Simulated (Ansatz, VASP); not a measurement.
## C in VASP and in Ansatz

```
CELL_PARAMETERS angstrom
2.45801 0.00000 0.00000
-1.22900 2.12870 0.00000
0.00000 0.00000 7.04066
ATOMIC_POSITIONS crystal
C 0.00000 0.00000 0.00250
C 0.00000 0.00000 0.50250
C 0.33333 0.66667 0.00250
C 0.66667 0.33333 0.50250
```

Change from the starting cell: engineering shear strain xy +0.0000, normal strain along z +0.0700.

Alike in both runs: task single point; functional PBEsol; dispersion D3(BJ); k mesh 18 × 18 × 6; occupations gaussian, width 0.15 eV; no spin polarisation.

|  | VASP | Ansatz |
| --- | --- | --- |
| version | VASP 6.6.1 | Ansatz 0.2.0 |
| potentials or method | VASP PAW PBE potentials, release 64 (C), cutoff 520 eV | scalar-relativistic, plane waves, PAW |
| valence electrons in the cell | 16 | 16 |

Ansatz gave:

| Quantity | Value |
| --- | --- |
| gap on the k mesh at the Fermi level (eV) | none |
| pressure (GPa) | -0.4 |
| traceless stress, the component that is largest in VASP (GPa) | -1.17 |

What did VASP give for the same quantities?

gap on the k mesh at the Fermi level (eV): none; pressure (GPa): 0.3; traceless stress, the component that is largest in VASP (GPa): -1.95.

VASP's potentials were made for PBE, not for PBEsol, and Ansatz warns of the same on its side. A gap of «none» marks a metal or a gap that the smearing closes.
